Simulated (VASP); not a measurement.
ScCr2:

```
Sc Cr
1.0
     3.59514    0.00000    0.00000
    -1.79757    3.11348    0.00000
     0.00000    0.00000    4.50102
Sc Cr
1 2
Cartesian
  0.0000 0.0000 0.0000
  0.0000 2.0757 2.2505
  1.7976 1.0378 2.2505
```

| Quantity | Value |
| --- | --- |
| Program | VASP 6.6.1 |
| Task | relaxation of cell and atoms |
| Functional | PBE |
| Potentials or basis | VASP PAW PBE potentials, release 64 (Sc_sv, Cr_pv) |
| Cutoff | 600 eV |
| k mesh | 12 × 12 × 10 |
| Occupations | gaussian, width 0.1 eV |
| Spin | no spin polarisation |

At the start: pressure 0.5 GPa; volume 16.79 Å³/atom.

Problem. How do energy, volume and symmetry change on relaxing?

Solution. Over 5 steps the energy falls by 2.2 meV/atom; space group P6/mmm (No. 191, to 0.1 Å) before and after.

The path:
```csv
step,energy change (eV),largest force (eV/Å),pressure (GPa),volume (Å³)
1,0.0000,0.0000,0.48,50.38
2,-0.0049,0.0000,-0.63,50.74
3,-0.0050,0.0000,-0.83,50.80
4,-0.0066,0.0000,0.20,50.32
5,-0.0066,0.0000,-0.04,50.38
```

Final structure:
```
CELL_PARAMETERS angstrom
3.62374 0.00000 0.00000
-1.81187 3.13825 0.00000
0.00000 0.00000 4.43043
ATOMIC_POSITIONS crystal
Sc 0.00000 0.00000 0.00000
Cr 0.33333 0.66667 0.50000
Cr 0.66667 0.33333 0.50000
```

Caveat: the run has no spin polarisation, though such a crystal can be magnetic.
